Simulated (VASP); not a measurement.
# NaLa in VASP: notebook

The runs below take NaLa through single point, with PBE.

Program: VASP 6.6.1. These are calculated values, not measurements. Logs are shortened: lines on timing, memory, paths and dates and some standing lists are left out, and cuts for length are marked.

### 1 The cell of the first run

The typed cell holds 2 atoms: a = 3.606 Å, b = 3.606 Å, c = 6.484 Å, α = 90.00°, β = 90.00°, γ = 120.00°.

### 2 Single point, PBE

The input, INCAR:

```
ALGO = Normal
EDIFF = 1E-6
ENCUT = 520
GGA = PE
ISIF = 2
ISMEAR = 0
LASPH = T
LCHARG = T
LELF = T
LREAL = F
LVHAR = T
LWAVE = F
NBANDS = 16
NELM = 100
PREC = Accurate
SIGMA = 0.05
```

The input, KPOINTS:

```
k-points
0
Gamma
  6 6 3
```

The input, POSCAR:

```
NaLa
1.0
    3.6062507687      0.0000000000      0.0000000000
   -1.8031253843      3.1231047781      0.0000000000
    0.0000000000      0.0000000000      6.4837820000
La Na
1 1
Direct
    0.3370370000      0.6676150000      0.5045340000
    0.0054740000      0.0030290000      0.0062880000
```

Potentials or basis: VASP PAW PBE potentials, release 64 (La, Na_pv).

Started as:

```console
$ cat potpaw_PBE.64/La/POTCAR potpaw_PBE.64/Na_pv/POTCAR > POTCAR
$ mpirun -np 1 vasp_std > vasp.out
```

OUTCAR:

```text
EDIFF = 1E-6
   ENCUT = 520
   GGA = PE
   ISIF = 2
   ISMEAR = 0
   LASPH = T
   LREAL = F
   NELM = 100
   PREC = Accurate

 ion  position               nearest neighbor table
   1  0.337  0.668  0.505-
   2  0.005  0.003  0.006-

  LATTYP: Found a hexagonal cell.
 ALAT       =     3.6062507687
 C/A-ratio  =     1.7979287675

  Lattice vectors:

 A1 = (   3.6062507687,   0.0000000000,   0.0000000000)
 A2 = (  -1.8031253843,   3.1231047781,   0.0000000000)
 A3 = (   0.0000000000,   0.0000000000,   6.4837820000)

Analysis of symmetry for initial positions (statically):
=====================================================================
 Subroutine PRICEL returns:
 Original cell was already a primitive cell.

 Routine SETGRP: Setting up the symmetry group for a
 hexagonal supercell.

 Subroutine GETGRP returns: Found  1 space group operations
 (whereof  1 operations were pure point group operations)
 out of a pool of 24 trial point group operations.

The static configuration has the point symmetry C_1 .

Analysis of symmetry for dynamics (positions and initial velocities):
=====================================================================
 Subroutine PRICEL returns:
 Original cell was already a primitive cell.

 Routine SETGRP: Setting up the symmetry group for a
 hexagonal supercell.

 Subroutine GETGRP returns: Found  1 space group operations
 (whereof  1 operations were pure point group operations)
 out of a pool of 24 trial point group operations.

The dynamic configuration has the point symmetry C_1 .

 Subroutine INISYM returns: Found  1 space group operations
 (whereof  1 operations are pure point group operations),
 and found     1 'primitive' translations

----------------------------------------------------------------------------------------

                                     Primitive cell

  volume of cell :      73.0249

  direct lattice vectors                    reciprocal lattice vectors
     3.606250769  0.000000000  0.000000000     0.277296301  0.160097094  0.000000000
    -1.803125384  3.123104778  0.000000000     0.000000000  0.320194188  0.000000000
     0.000000000  0.000000000  6.483782000     0.000000000  0.000000000  0.154230972

  length of vectors
     3.606250769  3.606250769  6.483782000     0.320194188  0.320194188  0.154230972

  position of ions in fractional coordinates (direct lattice)
     0.337037000  0.667615000  0.504534000
     0.005474000  0.003029000  0.006288000

  ion indices of the primitive-cell ions
   primitive index   ion index
                 1           1
                 2           2

----------------------------------------------------------------------------------------

 KPOINTS: k-points

Automatic generation of k-mesh.
 Grid dimensions read from file:
 generate k-points for:    6    6    3

 Generating k-lattice:

  Cartesian coordinates                     Fractional coordinates (reciprocal lattice)
     0.046216050  0.026682849  0.000000000     0.166666667  0.000000000  0.000000000
     0.000000000  0.053365698  0.000000000     0.000000000  0.166666667  0.000000000
     0.000000000  0.000000000  0.051410324     0.000000000  0.000000000  0.333333333

  Length of vectors
     0.053365698  0.053365698  0.051410324

  Shift w.r.t. Gamma in fractional coordinates (k-lattice)
     0.000000000  0.000000000  0.000000000

 Subroutine IBZKPT returns following result:
 ===========================================

 Found     56 irreducible k-points:

 Following reciprocal coordinates:
            Coordinates               Weight
  0.000000  0.000000  0.000000      1.000000
  0.166667  0.000000  0.000000      2.000000
  0.000000  0.166667  0.000000      2.000000
 -0.166667  0.166667  0.000000      2.000000
  0.333333  0.000000  0.000000      2.000000
  0.000000  0.333333  0.000000      2.000000
[... 16 lines left out ...]
  0.000000  0.166667  0.333333      2.000000
 -0.166667  0.166667  0.333333      2.000000
 [... further k-points ...]
   k-points           NKPTS =     56   k-points in BZ     NKDIM =     56   number of bands    NBANDS=     16
   number of dos      NEDOS =    301   number of ions     NIONS =      2
   total plane-waves  NPLWV =  37632
   dimension x,y,z NGX =    28 NGY =   28 NGZ =   48
   dimension x,y,z NGXF=    56 NGYF=   56 NGZF=   96
   ions per type =               1   1
   NGX,Y,Z   is equivalent  to a cutoff of  12.91, 12.91, 12.31 a.u.
   NGXF,Y,Z  is equivalent  to a cutoff of  25.82, 25.82, 24.61 a.u.
 SYSTEM =  unknown system
   PREC   = accura    normal or accurate (medium, high low for compatibility)
   ISTART =      0    job   : 0-new  1-cont  2-samecut
   ICHARG =      2    charge: 1-file 2-atom 10-const
   ISPIN  =      1    spin polarized calculation?
   LNONCOLLINEAR =      F non collinear calculations
   LSORBIT =      F    spin-orbit coupling
   LASPH  =      T    aspherical Exc in radial PAW
   ENCUT  =  520.0 eV  38.22 Ry    6.18 a.u.   6.71  6.71 12.06*2*pi/ulx,y,z
   NELM   =    100;   NELMIN=  2; NELMDL= -5     # of ELM steps
   EDIFF  = 0.1E-05   stopping-criterion for ELM
   LREAL  =      F    real-space projection
   EDIFFG = 0.1E-04   stopping-criterion for IOM
   NSW    =      0    number of steps for IOM
   IBRION =     -1    ionic relax: 0-MD 1-quasi-New 2-CG
   NFREE  =      0    steps in history (QN), initial steepest desc. (CG)
   ISIF   =      2    stress and relaxation
   ISYM   =      2    0-nonsym 1-usesym 2-fastsym
   POTIM  = 0.5000    time-step for ionic-motion
   TEBEG  =    0.0;   TEEND  =   0.0 temperature during run
   PSTRESS=    0.0 pullay stress
   NELECT =      18.0000    total number of electrons
   NUPDOWN=      -1.0000    fix difference up-down
   EMIN   =  10.00;   EMAX   =-10.00  energy-range for DOS
   EFERMI =   0.00;   METHOD = LEGACY
   ISMEAR =     0;   SIGMA  =   0.05  broadening in eV -4-tet -1-fermi 0-gaus
   EFERMI_NEDOS =   21; number of points for ismear=-14 and -15
   IALGO  =     38    algorithm
   IMIX   =      4    mixing-type and parameters
     AMIX     =   0.40;   BMIX     =  1.00
     AMIX_MAG =   1.60;   BMIX_MAG =  1.00
  volume/ion in A,a.u.               =      36.51       246.40
  Fermi-wavevector in a.u.,A,eV,Ry     =   1.026460  1.939728 14.335373  1.053620
  Thomas-Fermi vector in A             =   2.160354
   LORBIT       =      0    0 simple, 1 ext, 2 COOP (PROOUT), +10 PAW based schemes
   GGA     = PE    functional components
   LHFCALC =     F    Hartree Fock is set to
   AEXX    =    0.0000 exact exchange contribution
   IVDW    =     0    specifies the selected vdW correction
   LEPSILON=     F    determine dielectric tensor
   LRPA    =     F    only Hartree local field effects (RPA)
 non-spin polarized calculation
 Gauss-broadening in eV      SIGMA  =   0.05
  energy-cutoff  :      520.00
  volume of cell :       73.02
 maximum number of plane-waves:      1992
   NGX = 13   NGY = 13   NGZ = 25

 number of electron      18.0000004 magnetization

 Free energy of the ion-electron system (eV)
  ---------------------------------------------------
  ext. energy  EPLUGINS =         0.00000000
  ---------------------------------------------------
  free energy    TOTEN  =        -5.84722654 eV

  energy without entropy =       -5.84457272  energy(sigma->0) =       -5.84589963

 E-fermi :   4.1680     XC(G=0):  -8.1428

 val. band max:        4.1433438649   @ k =   0.3333   0.3333   0.3333
 cond. band min:       4.2452813138   @ k =  -0.3333   0.1667   0.0000
 fundamental gap:      0.1019374488
 Fermi energy:         4.1679704845

 k-point     1 :       0.0000    0.0000    0.0000
  band No.  band energies     occupation
      1     -28.9476      2.00000
      2     -20.2879      2.00000
      3     -20.2875      2.00000
      4     -20.2777      2.00000
      5     -12.7205      2.00000
      6     -11.8747      2.00000
[... 8 lines left out ...]
     15       5.9192      0.00000
     16       5.9194      0.00000

 k-point     2 :       0.1667    0.0000    0.0000
  band No.  band energies     occupation
      1     -28.9002      2.00000
      2     -20.2976      2.00000
      3     -20.2903      2.00000
      4     -20.2761      2.00000
      5     -12.6616      2.00000
      6     -12.2591      2.00000
[... 8 lines left out ...]
     15       5.8935      0.00000
     16       5.9807      0.00000

 k-point     3 :       0.0000    0.1667    0.0000
  band No.  band energies     occupation
      1     -28.9002      2.00000
      2     -20.2980      2.00000
      3     -20.2899      2.00000
      4     -20.2761      2.00000
      5     -12.6616      2.00000
      6     -12.2590      2.00000
[... 8 lines left out ...]
     15       5.8935      0.00000
     16       5.9807      0.00000

 k-point     4 :      -0.1667    0.1667    0.0000
  band No.  band energies     occupation
      1     -28.9002      2.00000
      2     -20.2977      2.00000
      3     -20.2901      2.00000
      4     -20.2761      2.00000
      5     -12.6616      2.00000
      6     -12.2591      2.00000
[... 8 lines left out ...]
     15       5.8935      0.00000
     16       5.9807      0.00000
[... 324 lines left out ...]
 k-point    22 :       0.1667    0.0000    0.3333
  band No.  band energies     occupation
      1     -28.9002      2.00000
      2     -20.2976      2.00000
      3     -20.2902      2.00000
      4     -20.2757      2.00000
      5     -12.6654      2.00000
      6     -12.2588      2.00000
[... 8 lines left out ...]
     15       5.8928      0.00000
     16       6.0088      0.00000

 k-point    23 :       0.0000    0.1667    0.3333
  band No.  band energies     occupation
      1     -28.9002      2.00000
      2     -20.2980      2.00000
      3     -20.2899      2.00000
      4     -20.2757      2.00000
      5     -12.6653      2.00000
      6     -12.2588      2.00000
[... 8 lines left out ...]
     15       5.8927      0.00000
     16       6.0087      0.00000

 k-point    24 :      -0.1667    0.1667    0.3333
  band No.  band energies     occupation
      1     -28.9002      2.00000
      2     -20.2978      2.00000
      3     -20.2901      2.00000
      4     -20.2757      2.00000
      5     -12.6654      2.00000
      6     -12.2588      2.00000
[... 8 lines left out ...]
     15       5.8927      0.00000
     16       6.0088      0.00000

 [... further k-points ...]

------------------------ aborting loop because EDIFF is reached ----------------------------------------

  FORCE on cell =-STRESS in cart. coord.  units (eV):
  Direction    XX          YY          ZZ          XY          YZ          ZX
  --------------------------------------------------------------------------------------
  -------------------------------------------------------------------------------------
  Total        0.0898395      0.0994545      0.1202082     -0.0021320      0.0001913      0.0001017
  in kB        1.9710918      2.1820472      2.6373862     -0.0467764      0.0041970      0.0022317
  external PRESSURE =       2.2635084 kB  Pullay stress =       0.0000000 kB

 VOLUME and BASIS-vectors are now :
 -----------------------------------------------------------------------------
  energy-cutoff  :      520.00
  volume of cell :       73.02
      direct lattice vectors                 reciprocal lattice vectors
     3.606250769  0.000000000  0.000000000     0.277296301  0.160097094  0.000000000
    -1.803125384  3.123104778  0.000000000     0.000000000  0.320194188  0.000000000
     0.000000000  0.000000000  6.483782000     0.000000000  0.000000000  0.154230972

 POSITION                                       TOTAL-FORCE (eV/Angst)
 -----------------------------------------------------------------------------------
      0.01165      2.08503      3.27129         0.000485      0.001499      0.015854
      0.01428      0.00946      0.04077        -0.000485     -0.001499     -0.015854
 -----------------------------------------------------------------------------------
    total drift:                                0.000066      0.000125     -0.000188

  FREE ENERGIE OF THE ION-ELECTRON SYSTEM (eV)
  ---------------------------------------------------
  free  energy   TOTEN  =        -5.8472265368 eV

  energy  without entropy=       -5.8445727180  energy(sigma->0) =       -5.84589963
```

Wall time 64 s (1 thread of Intel Xeon Platinum 8259CL at 2.50GHz (Skylake/Cascade Lake), shared host); peak memory 0.24 GiB.

Results:

```
Free energy            : -5.8472 eV
Pressure               : 0.2 GPa
Largest force          : 0.016 eV/Å
Band gap on the k mesh : zero (bands 9 and 10 overlap by 0.55 eV)
```

Forces on the atoms (eV/Å):
```
La   0.000  0.001  0.016
Na   0.000 -0.001 -0.016
```

Caveat: spin-orbit coupling is left out, which moves the levels of the heavy elements.

(Continued in part 2 of 2.)

The gap in the log of VASP goes by the Fermi energy; the results here count the filled bands.